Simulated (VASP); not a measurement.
# LaTe (Fm-3m) in VASP: a series of runs

The runs below take LaTe through single point, relaxation of cell and atoms, with LDA.

Program: VASP 6.6.1. These are calculated values, not measurements. Logs are shortened: lines on timing, memory, paths and dates and some standing lists are left out, and cuts for length are marked.

### Step 1. The cell of the first run

Symmetry: Fm-3m, No. 225, cubic system. The conventional cell has a = 6.344 Å, b = 6.344 Å, c = 6.344 Å, α = 90.00°, β = 90.00°, γ = 90.00°. La (site symmetry m-3m) has 6 Te at 3.17 Å within 4.2 Å. Within 4.2 Å of Te (site symmetry m-3m) lie 6 La at 3.17 Å.

### Step 2. Single point, LDA

File INCAR:

```
  PREC = Accurate
  ENCUT = 520
  EDIFF = 1E-6
  ISMEAR = -1
  SIGMA = 0.05
  LREAL = False
  LASPH = True
  NELM = 60
  ALGO = Normal
  ISIF = 2
  LWAVE = False
  LCHARG = False
  GGA = CA
  NBANDS = 16
```

File KPOINTS:

```
regular mesh
0
Gamma
  12 12 12
```

File POSCAR:

```
LaTe
1.0
    0.0000000000      3.1718859988      3.1718859988
    3.1718859988      0.0000000000      3.1718859988
    3.1718859988      3.1718859988      0.0000000000
La Te
1 1
Direct
    0.0000000000      0.0000000000      0.0000000000
    0.5000000000      0.5000000000      0.5000000000
```

Potentials or basis: VASP PAW LDA potentials, release 64 (La, Te).

On the command line:

```sh
$ cat potpaw_LDA.64/La/POTCAR potpaw_LDA.64/Te/POTCAR > POTCAR
$ mpirun -np 1 vasp_std > vasp.out
```

OUTCAR:

```text
PREC = Accurate
   ENCUT = 520
   EDIFF = 1E-6
   ISMEAR = -1
   LREAL = False
   LASPH = True
   NELM = 60
   ISIF = 2
   GGA = CA

 ion  position               nearest neighbor table
   1  0.000  0.000  0.000-   2 3.17   2 3.17   2 3.17   2 3.17   2 3.17   2 3.17
   2  0.500  0.500  0.500-   1 3.17   1 3.17   1 3.17   1 3.17   1 3.17   1 3.17

  LATTYP: Found a face centered cubic cell.
 ALAT       =     6.3437719976

  Lattice vectors:

 A1 = (   0.0000000000,   3.1718859988,   3.1718859988)
 A2 = (   3.1718859988,   0.0000000000,   3.1718859988)
 A3 = (   3.1718859988,   3.1718859988,   0.0000000000)

Analysis of symmetry for initial positions (statically):
=====================================================================
 Subroutine PRICEL returns:
 Original cell was already a primitive cell.

 Routine SETGRP: Setting up the symmetry group for a
 face centered cubic supercell.

 Subroutine GETGRP returns: Found 48 space group operations
 (whereof 48 operations were pure point group operations)
 out of a pool of 48 trial point group operations.

The static configuration has the point symmetry O_h .

Analysis of symmetry for dynamics (positions and initial velocities):
=====================================================================
 Subroutine PRICEL returns:
 Original cell was already a primitive cell.

 Routine SETGRP: Setting up the symmetry group for a
 face centered cubic supercell.

 Subroutine GETGRP returns: Found 48 space group operations
 (whereof 48 operations were pure point group operations)
 out of a pool of 48 trial point group operations.

The dynamic configuration has the point symmetry O_h .

 Subroutine INISYM returns: Found 48 space group operations
 (whereof 48 operations are pure point group operations),
 and found     1 'primitive' translations

----------------------------------------------------------------------------------------

                                     Primitive cell

  volume of cell :      63.8238

  direct lattice vectors                    reciprocal lattice vectors
     0.000000000  3.171885999  3.171885999    -0.157634921  0.157634921  0.157634921
     3.171885999  0.000000000  3.171885999     0.157634921 -0.157634921  0.157634921
     3.171885999  3.171885999  0.000000000     0.157634921  0.157634921 -0.157634921

  length of vectors
     4.485724198  4.485724198  4.485724198     0.273031693  0.273031693  0.273031693

  position of ions in fractional coordinates (direct lattice)
     0.000000000  0.000000000  0.000000000
     0.500000000  0.500000000  0.500000000

[... 72 lines left out ...]
   LSORBIT =      F    spin-orbit coupling
   LASPH  =      T    aspherical Exc in radial PAW
   ENCUT  =  520.0 eV  38.22 Ry    6.18 a.u.   8.34  8.34  8.34*2*pi/ulx,y,z
   NELM   =     60;   NELMIN=  2; NELMDL= -5     # of ELM steps
   EDIFF  = 0.1E-05   stopping-criterion for ELM
   LREAL  =      F    real-space projection
   EDIFFG = 0.1E-04   stopping-criterion for IOM
   NSW    =      0    number of steps for IOM
   IBRION =     -1    ionic relax: 0-MD 1-quasi-New 2-CG
   NFREE  =      0    steps in history (QN), initial steepest desc. (CG)
   ISIF   =      2    stress and relaxation
   ISYM   =      2    0-nonsym 1-usesym 2-fastsym
   POTIM  = 0.5000    time-step for ionic-motion
   TEBEG  =    0.0;   TEEND  =   0.0 temperature during run
   PSTRESS=    0.0 pullay stress
   NELECT =      17.0000    total number of electrons
   NUPDOWN=      -1.0000    fix difference up-down
   EMIN   =  10.00;   EMAX   =-10.00  energy-range for DOS
   EFERMI =   0.00;   METHOD = LEGACY
   ISMEAR =    -1;   SIGMA  =   0.05  broadening in eV -4-tet -1-fermi 0-gaus
   EFERMI_NEDOS =   21; number of points for ismear=-14 and -15
   IALGO  =     38    algorithm
   IMIX   =      4    mixing-type and parameters
     AMIX     =   0.40;   BMIX     =  1.00
     AMIX_MAG =   1.60;   BMIX_MAG =  1.00
  volume/ion in A,a.u.               =      31.91       215.35
  Fermi-wavevector in a.u.,A,eV,Ry     =   1.053328  1.990501 15.095658  1.109500
  Thomas-Fermi vector in A             =   2.188445
   LORBIT       =      0    0 simple, 1 ext, 2 COOP (PROOUT), +10 PAW based schemes
   GGA     = CA    functional components
   LHFCALC =     F    Hartree Fock is set to
   AEXX    =    0.0000 exact exchange contribution
   IVDW    =     0    specifies the selected vdW correction
   LEPSILON=     F    determine dielectric tensor
   LRPA    =     F    only Hartree local field effects (RPA)
 non-spin polarized calculation
  energy-cutoff  :      520.00
  volume of cell :       63.82
 maximum number of plane-waves:      1759
 NGX is ok and might be reduce to    36
   NGX = 17   NGY = 17   NGZ = 17

 number of electron      17.0000000 magnetization

 Free energy of the ion-electron system (eV)
  ---------------------------------------------------
  ext. energy  EPLUGINS =         0.00000000
  ---------------------------------------------------
  free energy    TOTEN  =       -12.63222412 eV

  energy without entropy =      -12.62225572  energy(sigma->0) =      -12.62723992

 E-fermi :   8.5968     XC(G=0):  -9.9398

 val. band max:        8.5911410284   @ k =   0.0833   0.0000   0.0000
 cond. band min:       8.6173409786   @ k =  -0.1667   0.2500   0.0833
 fundamental gap:      0.0261999502
 Fermi energy:         8.5967896390

 k-point     1 :       0.0000    0.0000    0.0000
  band No.  band energies     occupation
      1     -24.5661      2.00000
      2      -8.2797      2.00000
      3      -8.2797      2.00000
      4      -8.2797      2.00000
      5      -3.8043      2.00000
      6       6.3433      2.00000
[... 433 lines left out ...]
      3      -8.3806      2.00000
      4      -8.3121      2.00000
      5      -2.7235      2.00000
      6       3.6265      2.00000
[... 8 lines left out ...]
     15      10.1215      0.00000
     16      10.6690      0.00000

 [... further k-points ...]
[... 5 lines left out ...]
  --------------------------------------------------------------------------------------
  -------------------------------------------------------------------------------------
  Total        0.0245064      0.0245064      0.0245064      0.0000000      0.0000000     -0.0000000
  in kB        0.6151869      0.6151869      0.6151869      0.0000000      0.0000000     -0.0000000
  external PRESSURE =       0.6151869 kB  Pullay stress =       0.0000000 kB

 VOLUME and BASIS-vectors are now :
 -----------------------------------------------------------------------------
  energy-cutoff  :      520.00
  volume of cell :       63.82
      direct lattice vectors                 reciprocal lattice vectors
     0.000000000  3.171885999  3.171885999    -0.157634921  0.157634921  0.157634921
     3.171885999  0.000000000  3.171885999     0.157634921 -0.157634921  0.157634921
     3.171885999  3.171885999  0.000000000     0.157634921  0.157634921 -0.157634921

 POSITION                                       TOTAL-FORCE (eV/Angst)
 -----------------------------------------------------------------------------------
      0.00000      0.00000      0.00000        -0.000000      0.000000     -0.000000
      3.17189      3.17189      3.17189         0.000000     -0.000000      0.000000
 -----------------------------------------------------------------------------------
    total drift:                                0.000000      0.000000      0.000000

  FREE ENERGIE OF THE ION-ELECTRON SYSTEM (eV)
  ---------------------------------------------------
  free  energy   TOTEN  =       -12.6322241159 eV

  energy  without entropy=      -12.6222557206  energy(sigma->0) =      -12.62723992
```

Wall time 27 s (1 thread of Intel Xeon 6975P-C (Granite Rapids), shared host); peak memory 0.24 GiB.

Results:

* Free energy: -12.6322 eV
* Pressure: 0.1 GPa

Levels at points of the mesh, in eV from the Fermi level:
| k point | band 5 | band 6 | band 7 | band 8 | band 9 | band 10 | band 11 | band 12 | band 13 | band 14 |
| --- | --- | --- | --- | --- | --- | --- | --- | --- | --- | --- |
| (0.00, 0.00, 0.00) | -12.40 | -2.25 | -2.25 | -2.25 | -0.02 | -0.02 | -0.02 | 0.71 | 0.71 | 1.06 |
| (0.50, 0.00, 0.00) | -11.13 | -5.33 | -3.95 | -3.95 | 0.81 | 1.17 | 1.17 | 1.41 | 1.41 | 1.51 |
| (0.50, 0.50, 0.00) | -12.05 | -3.56 | -2.64 | -2.64 | -1.69 | 1.28 | 1.28 | 1.36 | 1.36 | 1.51 |

Caveat: spin-orbit coupling is left out, which moves the levels of the heavy elements.

### Step 3. Relaxation of cell and atoms, LDA

This run uses another cell than the first one, of 33.32 Å³/atom, 1.044 times its volume.

File INCAR:

```
PREC     = Accurate       # precision mode
ENCUT    = 600            # plane-wave cutoff, eV
EDIFF    = 1E-6           # SCF threshold, eV
ISMEAR   = -1             # smearing method
SIGMA    = 0.05           # smearing width, eV
LREAL    = F              # projectors in reciprocal space
LASPH    = T              # aspherical terms in the spheres
NELM     = 60             # most SCF steps
ALGO     = Normal         # electronic algorithm
ISIF     = 3              # what is computed and relaxed
LWAVE    = F              # write WAVECAR
LCHARG   = F              # write CHGCAR
GGA      = CA             # functional
IBRION   = 2              # ionic algorithm
NSW      = 80             # ionic steps
EDIFFG   = -0.01          # ionic threshold
```

File KPOINTS:

```
Automatic mesh
0
Gamma
  12 12 12
```

File POSCAR:

```
LaTe
1.0
    0.0000000000      3.2180000000      3.2180000000
    3.2180000000      0.0000000000      3.2180000000
    3.2180000000      3.2180000000      0.0000000000
La Te
1 1
Direct
    0.0000000000      0.0000000000      0.0000000000
    0.5000000000      0.5000000000      0.5000000000
```

Potentials or basis: VASP PAW LDA potentials, release 64 (La, Te).

On the command line:

```sh
$ cat potpaw_LDA.64/La/POTCAR potpaw_LDA.64/Te/POTCAR > POTCAR
$ mpirun -np 1 vasp_std > vasp.out
```

Wall time 57 s (1 thread of Intel Xeon 6975P-C (Granite Rapids), shared host); peak memory 0.26 GiB.

Results (log left out):

| Item | Value |
| --- | --- |
| Free energy | -12.6324 eV |
| Relaxed volume | 31.94 Å³/atom |
| Relaxed cell | a = 4.487 Å, b = 4.487 Å, c = 4.487 Å, α = 60.00°, β = 60.00°, γ = 60.00° |
| Space group after relaxing (to 0.05 Å) | Fm-3m (No. 225) |
| Energy gained by relaxing | 11.4 meV/atom |
| Ionic steps | 3 |
| Pressure after relaxing | 0.0 GPa |

The path:
```tsv
step	energy change (eV)	largest force (eV/Å)	pressure (GPa)	volume (Å³)
1	0.0000	0.0000	-2.52	66.65
2	-0.0070	0.0000	2.44	61.73
3	-0.0228	0.0000	-0.01	63.88
```

Final structure:
```
La Te
1.0
     0.00000    3.17281    3.17281
     3.17281    0.00000    3.17281
     3.17281    3.17281    0.00000
La Te
1 1
Cartesian
  0.0000 0.0000 0.0000
  3.1728 3.1728 3.1728
```

Levels at points of the mesh, in eV from the Fermi level:
```tsv
k point	band 6	band 7	band 8	band 9	band 10	band 11	band 12
(0.00, 0.00, 0.00)	-2.25	-2.25	-2.25	-0.02	-0.02	-0.02	0.71
(0.50, 0.00, 0.00)	-5.32	-3.95	-3.95	0.80	1.17	1.17	1.41
(0.50, 0.50, 0.00)	-3.56	-2.64	-2.64	-1.69	1.28	1.28	1.36
```

Caveat: spin-orbit coupling is left out, which moves the levels of the heavy elements. Zero-point motion and thermal expansion aren't in these numbers.
